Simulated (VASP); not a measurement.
## NaCl: single point with PBE

The system is NaCl.

```xyz
2
Lattice="3.4595 0.0797 0.0000 0.0797 3.4595 0.0000 0.0000 0.0000 3.4595" Properties=species:S:1:pos:R:3 pbc="T T T"
Na    0.0000    0.0000    0.0000
Cl    1.7696    1.7696    1.7298
```

This cell differs from its parent crystal: shear xy strain +4.6%.

```json
{
 "Program": "VASP 6.6.1",
 "Task": "single point",
 "Functional": "PBE",
 "Potentials or basis": "VASP PAW PBE potentials, release 64 (Na_pv, Cl)",
 "Cutoff": "520 eV",
 "k mesh": "8 × 8 × 8",
 "Occupations": "fermi-dirac, width 0.02 eV",
 "Spin": "no spin polarisation",
 "Dipole correction": "no",
 "Further INCAR settings": "ALGO = Normal; EDIFF = 1e-06; NBANDS = 14"
}
```

The pressure is 1.2 GPa and the band gap on the k mesh is 4.12 eV (least direct gap 4.57 eV).

Stress tensor (GPa, compression positive):
```
1.16 0.05 0.00
0.05 1.16 0.00
0.00 0.00 1.17
```

Levels at points of the mesh, in eV from the valence-band top:
| k point | band 3 | band 4 | band 5 | band 6 | band 7 | band 8 | band 9 | band 10 | band 11 | band 12 |
| --- | --- | --- | --- | --- | --- | --- | --- | --- | --- | --- |
| (0.00, 0.00, 0.00) | -22.02 | -13.50 | -0.58 | -0.52 | -0.45 | 4.12 | 8.54 | 8.56 | 15.74 | 15.88 |
| (0.50, 0.00, 0.00) | -22.02 | -13.11 | -3.10 | -0.28 | -0.27 | 7.04 | 8.84 | 10.46 | 11.94 | 12.02 |
| (0.50, 0.50, 0.00) | -22.02 | -12.82 | -2.44 | -2.32 | 0.00 | 5.56 | 9.96 | 11.02 | 11.56 | 12.57 |
| (0.00, 0.00, 0.50) | -22.02 | -13.11 | -3.10 | -0.34 | -0.20 | 7.05 | 8.82 | 10.52 | 11.87 | 12.03 |
| (0.50, 0.00, 0.50) | -22.02 | -12.82 | -2.39 | -2.39 | 0.00 | 5.55 | 9.94 | 11.27 | 11.31 | 12.65 |
| (0.50, 0.50, 0.50) | -22.05 | -12.52 | -1.99 | -1.96 | -1.91 | 6.92 | 7.14 | 7.35 | 11.97 | 15.89 |

It took 26 s on 1 thread of Intel(R) Xeon(R) Platinum 8488C (Sapphire Rapids), on a shared host, peak memory 0.18 GiB.

Caveat: the cell differs from its parent crystal (shear xy strain +4.6%); the structure was generated, so it needn't be the stable form of NaCl. A k mesh can miss the band edges.
